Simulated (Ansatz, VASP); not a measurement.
Two plane-wave programs on C

```
C
1.0
     2.40249    0.00000    0.00000
    -1.20124    2.08062    0.00000
     0.00000    0.00000    8.78926
C
8
Direct
  0.00000 0.00000 0.09001
  0.00000 0.00000 0.59001
  0.00000 0.00000 0.40999
  0.00000 0.00000 0.90999
  0.33333 0.66667 0.15782
  0.66667 0.33333 0.65782
  0.33333 0.66667 0.34218
  0.66667 0.33333 0.84218
```

Change from the starting cell: mode 21 frozen in at -0.024 Å, strain +e along z and -e/2 along x and y +0.0700.

Alike in both runs: task single point; functional LDA; k mesh 12 × 12 × 4; occupations gaussian, width 0.05 eV; no spin polarisation.

```csv
,VASP,Ansatz
version,VASP 6.6.1,Ansatz 0.2.0
potentials or method,"VASP PAW LDA potentials, release 64 (C), cutoff 520 eV","scalar-relativistic, plane waves, PAW"
valence electrons in the cell,32,32
```

Ansatz gave:

| Quantity | Value |
| --- | --- |
| gap on the k mesh at the Fermi level (eV) | 2.93 |
| least direct gap on the mesh (eV) | 2.93 |
| pressure (GPa) | 4.0 |
| traceless stress, the component that is largest in VASP (GPa) | -86.27 |
| rms of the force components (eV/Å) | 0.924 |

Which values does VASP return?

gap on the k mesh at the Fermi level (eV): 2.92; least direct gap on the mesh (eV): 2.92; pressure (GPa): 5.7; traceless stress, the component that is largest in VASP (GPa): -86.44; rms of the force components (eV/Å): 0.906.

Ansatz warns that its potentials were made for another functional, while VASP's fit it. LDA's correlation is that of Perdew and Zunger in VASP and of Perdew and Wang (1992) in Ansatz. Atom by atom the forces differ by 0.018 eV/Å (rms over components).
